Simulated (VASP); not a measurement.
# BaTiO3 (C2/m) in VASP: electric field gradients with PBE

Aim: the electric field gradients of BaTiO3 with PBE.

Everything below comes from runs of VASP 6.6.1. Logs are shortened: lines on timing, memory, paths and dates and some standing lists are left out, and cuts for length are marked.

## Step 1: The cell of the first run

The structure is monoclinic, space group C2/m (No. 12). Conventional cell: a = 5.743 Å, b = 5.572 Å, c = 4.019 Å, α = 90.00°, β = 92.41°, γ = 90.00°. Within 3.7 Å of Ba (site symmetry 2/m) lie 12 O at 2.79 to 2.88 Å and 8 Ti at 3.43 to 3.57 Å. Ti (site symmetry 2/m) has 6 O at 2.00 to 2.01 Å within 2.7 Å. Within 2.9 Å of O (site symmetry 2/m) lie 2 Ti at 2.01 Å and 4 Ba at 2.79 to 2.87 Å and 8 O at 2.79 to 2.88 Å. O (site symmetry -1) has 2 Ti at 2.00 Å and 8 O at 2.79 to 2.88 Å and 4 Ba at 2.79 to 2.88 Å within 2.9 Å.

## Step 2: Electric field gradients, PBE (equal xy, yz and zx shear strains of +3 %)

File INCAR:

```
  PREC = Accurate
  ENCUT = 520
  EDIFF = 1E-8
  ISMEAR = -1
  SIGMA = 0.03
  LREAL = False
  LASPH = True
  NELM = 60
  ALGO = Normal
  ISIF = 2
  LWAVE = False
  LCHARG = False
  GGA = PE
  LEFG = True
  NBANDS = 28
```

File KPOINTS:

```
Automatic mesh
0
Gamma
  7 7 7
```

File POSCAR:

```
BaTiO3
1.0
    3.9998000000      0.0599970000      0.0599970000
    0.0599970000      3.9998000000      0.0599970000
    0.0602700000      0.0602700000      4.0180000000
Ba Ti O
1 1 3
Direct
    0.0000000000      0.0000000000      0.0000000000
    0.5000000000      0.5000000000      0.5000000000
    0.5000000000      0.5000000000      0.0000000000
    0.5000000000      0.0000000000      0.5000000000
    0.0000000000      0.5000000000      0.5000000000
```

Potentials or basis: VASP PAW PBE potentials, release 64 (Ba_sv, Ti_sv, O).

Launch:

```bash
$ cat potpaw_PBE.64/Ba_sv/POTCAR potpaw_PBE.64/Ti_sv/POTCAR potpaw_PBE.64/O/POTCAR > POTCAR
$ mpirun -np 1 vasp_std > vasp.out
```

OUTCAR:

```text
PREC = Accurate
   ENCUT = 520
   EDIFF = 1E-8
   ISMEAR = -1
   LREAL = False
   LASPH = True
   NELM = 60
   ISIF = 2
   GGA = PE

 ion  position               nearest neighbor table
   1  0.000  0.000  0.000-   3 2.79   3 2.79   4 2.79   5 2.79   5 2.79   4 2.79   3 2.87   3 2.87
                             4 2.88   5 2.88   4 2.88   5 2.88   2 3.43   2 3.43   2 3.43   2 3.43
   2  0.500  0.500  0.500-   4 2.00   5 2.00   4 2.00   5 2.00   3 2.01   3 2.01   1 3.43   1 3.43
                             1 3.43   1 3.43   1 3.43   1 3.43   1 3.57   1 3.57
   3  0.500  0.500  0.000-   2 2.01   2 2.01   1 2.79   1 2.79   1 2.87   1 2.87
   4  0.500  0.000  0.500-   2 2.00   2 2.00   1 2.79   1 2.79   1 2.88   1 2.88
   5  0.000  0.500  0.500-   2 2.00   2 2.00   1 2.79   1 2.79   1 2.88   1 2.88

  LATTYP: Found a base centered monoclinic cell.
 ALAT       =     5.7426737608
 B/A-ratio  =     0.9702314754
 C/A-ratio  =     0.6998314924
 COS(beta)  =    -0.0420942467

  Lattice vectors:

 A1 = (  -3.9998000000,  -0.0599970000,  -0.0599970000)
 A2 = (  -0.0599970000,  -3.9998000000,  -0.0599970000)
 A3 = (   0.0602700000,   0.0602700000,   4.0180000000)

Analysis of symmetry for initial positions (statically):
=====================================================================
 Subroutine PRICEL returns:
 Original cell was already a primitive cell.

 Routine SETGRP: Setting up the symmetry group for a
 base centered monoclinic supercell.

 Subroutine GETGRP returns: Found  4 space group operations
 (whereof  4 operations were pure point group operations)
 out of a pool of  4 trial point group operations.

The static configuration has the point symmetry C_2h.

Analysis of symmetry for dynamics (positions and initial velocities):
=====================================================================
 Subroutine PRICEL returns:
 Original cell was already a primitive cell.

 Routine SETGRP: Setting up the symmetry group for a
 base centered monoclinic supercell.

 Subroutine GETGRP returns: Found  4 space group operations
 (whereof  4 operations were pure point group operations)
 out of a pool of  4 trial point group operations.

The dynamic configuration has the point symmetry C_2h.

 Subroutine INISYM returns: Found  4 space group operations
 (whereof  4 operations are pure point group operations),
 and found     1 'primitive' translations

----------------------------------------------------------------------------------------

                                     Primitive cell

  volume of cell :      64.2386

  direct lattice vectors                    reciprocal lattice vectors
     3.999800000  0.059997000  0.059997000     0.250123393 -0.003696405 -0.003696405
     0.059997000  3.999800000  0.059997000    -0.003696405  0.250123393 -0.003696405
     0.060270000  0.060270000  4.018000000    -0.003679662 -0.003679662  0.248990430

  length of vectors
     4.000699854  4.000699854  4.018903948     0.250178013  0.250178013  0.249044803

  position of ions in fractional coordinates (direct lattice)
     0.000000000  0.000000000  0.000000000
     0.500000000  0.500000000  0.500000000
     0.500000000  0.500000000  0.000000000
     0.500000000  1.000000000  0.500000000
     1.000000000  0.500000000  0.500000000

  ion indices of the primitive-cell ions
   primitive index   ion index
                 1           1
                 2           2
                 3           3
                 4           4
                 5           5

----------------------------------------------------------------------------------------
[... 52 lines left out ...]
   k-points           NKPTS =    100   k-points in BZ     NKDIM =    100   number of bands    NBANDS=     28
   number of dos      NEDOS =    301   number of ions     NIONS =      5
   total plane-waves  NPLWV =  27000
   dimension x,y,z NGX =    30 NGY =   30 NGZ =   30
   dimension x,y,z NGXF=    60 NGYF=   60 NGZF=   60
   ions per type =               1   1   3
   NGX,Y,Z   is equivalent  to a cutoff of  12.47, 12.47, 12.41 a.u.
   NGXF,Y,Z  is equivalent  to a cutoff of  24.93, 24.93, 24.82 a.u.
 SYSTEM =  unknown system
   PREC   = accura    normal or accurate (medium, high low for compatibility)
   ISTART =      0    job   : 0-new  1-cont  2-samecut
   ICHARG =      2    charge: 1-file 2-atom 10-const
   ISPIN  =      1    spin polarized calculation?
   LNONCOLLINEAR =      F non collinear calculations
   LSORBIT =      F    spin-orbit coupling
   LASPH  =      T    aspherical Exc in radial PAW
   ENCUT  =  520.0 eV  38.22 Ry    6.18 a.u.   7.44  7.44  7.47*2*pi/ulx,y,z
   NELM   =     60;   NELMIN=  2; NELMDL= -5     # of ELM steps
   EDIFF  = 0.1E-07   stopping-criterion for ELM
   LREAL  =      F    real-space projection
   EDIFFG = 0.1E-06   stopping-criterion for IOM
   NSW    =      0    number of steps for IOM
   IBRION =     -1    ionic relax: 0-MD 1-quasi-New 2-CG
   NFREE  =      0    steps in history (QN), initial steepest desc. (CG)
   ISIF   =      2    stress and relaxation
   ISYM   =      2    0-nonsym 1-usesym 2-fastsym
   POTIM  = 0.5000    time-step for ionic-motion
   TEBEG  =    0.0;   TEEND  =   0.0 temperature during run
   PSTRESS=    0.0 pullay stress
   NELECT =      40.0000    total number of electrons
   NUPDOWN=      -1.0000    fix difference up-down
   EMIN   =  10.00;   EMAX   =-10.00  energy-range for DOS
   EFERMI =   0.00;   METHOD = LEGACY
   ISMEAR =    -1;   SIGMA  =   0.03  broadening in eV -4-tet -1-fermi 0-gaus
   EFERMI_NEDOS =   21; number of points for ismear=-14 and -15
   IALGO  =     38    algorithm
   IMIX   =      4    mixing-type and parameters
     AMIX     =   0.40;   BMIX     =  1.00
     AMIX_MAG =   1.60;   BMIX_MAG =  1.00
  volume/ion in A,a.u.               =      12.85        86.70
  Fermi-wavevector in a.u.,A,eV,Ry     =   1.397964  2.641770 26.589926  1.954304
  Thomas-Fermi vector in A             =   2.521169
   LORBIT       =      0    0 simple, 1 ext, 2 COOP (PROOUT), +10 PAW based schemes
   GGA     = PE    functional components
   LHFCALC =     F    Hartree Fock is set to
   AEXX    =    0.0000 exact exchange contribution
   IVDW    =     0    specifies the selected vdW correction
   LEPSILON=     F    determine dielectric tensor
   LRPA    =     F    only Hartree local field effects (RPA)
 non-spin polarized calculation
  energy-cutoff  :      520.00
  volume of cell :       64.24
 maximum number of plane-waves:      1753
 NGX is ok and might be reduce to    30
   NGX = 15   NGY = 15   NGZ = 15

 number of electron      39.9999965 magnetization

 Free energy of the ion-electron system (eV)
  ---------------------------------------------------
  ext. energy  EPLUGINS =         0.00000000
  ---------------------------------------------------
  free energy    TOTEN  =       -39.90242245 eV

  energy without entropy =      -39.90242245  energy(sigma->0) =      -39.90242245

 E-fermi :   4.4990     XC(G=0): -11.2496

 val. band max:        3.7963431998   @ k =  -0.4286  -0.4286   0.4286
 cond. band min:       5.4923869852   @ k =   0.0000   0.0000   0.0000
 fundamental gap:      1.6960437854
 Fermi energy:         4.4990332279

 k-point     1 :       0.0000    0.0000    0.0000
  band No.  band energies     occupation
      1     -52.8302      2.00000
      2     -29.0531      2.00000
      3     -29.0524      2.00000
      4     -29.0149      2.00000
      5     -20.9979      2.00000
      6     -13.0683      2.00000
[... 733 lines left out ...]
     27       9.8966      0.00000
     28      12.0865      0.00000

 [... further k-points ...]
[... 5 lines left out ...]
  --------------------------------------------------------------------------------------
  -------------------------------------------------------------------------------------
  Total        1.6068954      1.6068954      1.2570603     -1.4934857     -1.4877616     -1.4877616
  in kB       40.0776291     40.0776291     31.3523814    -37.2490731    -37.1063086    -37.1063103
  external PRESSURE =      37.1692132 kB  Pullay stress =       0.0000000 kB

 VOLUME and BASIS-vectors are now :
 -----------------------------------------------------------------------------
  energy-cutoff  :      520.00
  volume of cell :       64.24
      direct lattice vectors                 reciprocal lattice vectors
     3.999800000  0.059997000  0.059997000     0.250123393 -0.003696405 -0.003696405
     0.059997000  3.999800000  0.059997000    -0.003696405  0.250123393 -0.003696405
     0.060270000  0.060270000  4.018000000    -0.003679662 -0.003679662  0.248990430

 POSITION                                       TOTAL-FORCE (eV/Angst)
 -----------------------------------------------------------------------------------
      0.00000      0.00000      0.00000         0.000000     -0.000000      0.000000
      2.06003      2.06003      2.06900        -0.000000      0.000000      0.000000
      2.02990      2.02990      0.06000        -0.000000      0.000000      0.000000
      2.03003      0.06013      2.03900         0.000000     -0.000000      0.000000
      0.06013      2.03003      2.03900         0.000000     -0.000000      0.000000
 -----------------------------------------------------------------------------------
    total drift:                                0.000000      0.000000     -0.000000

  FREE ENERGIE OF THE ION-ELECTRON SYSTEM (eV)
  ---------------------------------------------------
  free  energy   TOTEN  =       -39.9024224550 eV

  energy  without entropy=      -39.9024224550  energy(sigma->0) =      -39.90242245

 Electric field gradients (V/A^2)
---------------------------------------------------------------------
 ion       V_xx      V_yy      V_zz      V_xy      V_xz      V_yz
---------------------------------------------------------------------
   1      -0.380    -0.380     0.759    21.570    20.901    20.901
   2      -1.963    -1.963     3.927    -5.479    -5.437    -5.437
   3     -13.289   -13.289    26.579    -0.059     4.295     4.295
   4     -12.992    24.466   -11.475     4.220    -0.196     4.182
   5      24.466   -12.992   -11.475     4.220     4.182    -0.196
---------------------------------------------------------------------

 Electric field gradients after diagonalization (V/A^2)
 (convention: |V_zz| > |V_xx| > |V_yy|)
----------------------------------------------------------------------
 ion       V_xx      V_yy      V_zz     asymmetry (V_yy - V_xx)/ V_zz
----------------------------------------------------------------------
   1     -21.949   -20.300    42.249       0.039
   2       7.804     3.516   -11.320       0.379
   3     -14.252   -13.230    27.482       0.037
   4     -13.703   -11.697    25.400       0.079
   5     -13.703   -11.697    25.400       0.079
----------------------------------------------------------------------

           NMR quadrupolar parameters

 Cq : quadrupolar parameter    Cq=e*Q*V_zz/h
 eta: asymmetry parameters     (V_yy - V_xx)/ V_zz
 Q  : nuclear electric quadrupole moment in mb (millibarn)
----------------------------------------------------------------------
 ion       Cq(MHz)       eta       Q (mb)
----------------------------------------------------------------------
   1       0.102       0.039       1.000
   2      -0.027       0.379       1.000
   3       0.066       0.037       1.000
   4       0.061       0.079       1.000
   5       0.061       0.079       1.000
----------------------------------------------------------------------
```

Run time: 2.4 min. Hardware: 1 thread of Intel Xeon Platinum 8488C (Sapphire Rapids), shared host; peak memory 0.3 GiB.

Results:

```
Free energy                             : -39.9024 eV
Pressure                                : 3.7 GPa
Band gap on the k mesh                  : 1.70 eV (least direct gap 1.72 eV)
Largest electric field gradient by atom : Ba +42.2; Ti -11.3; O +27.5, +25.4 (each value once) V/Å²
```

Stress tensor (GPa, compression positive):
```
 4.01 -3.72 -3.71
-3.72  4.01 -3.71
-3.71 -3.71  3.14
```

Electric field gradients, principal values (V/Å²):
| atom | least | middle | greatest (by size) |
| --- | --- | --- | --- |
| 1 Ba | -20.300 | -21.949 | 42.249 |
| 2 Ti | 3.516 | 7.804 | -11.320 |
| 3 O | -13.230 | -14.252 | 27.482 |
| 4 O | -11.697 | -13.703 | 25.400 |
| 5 O | -11.697 | -13.703 | 25.400 |

Caveat: the cell differs from its parent crystal (equal xy, yz and zx shear strains of +3 %); the cell stands under pressure; without QUAD_EFG the Cq values of the log hold for a quadrupole moment of 1 mb, not for the nuclei; spin-orbit coupling is left out, which moves the levels of the heavy elements. A k mesh can miss the band edges.
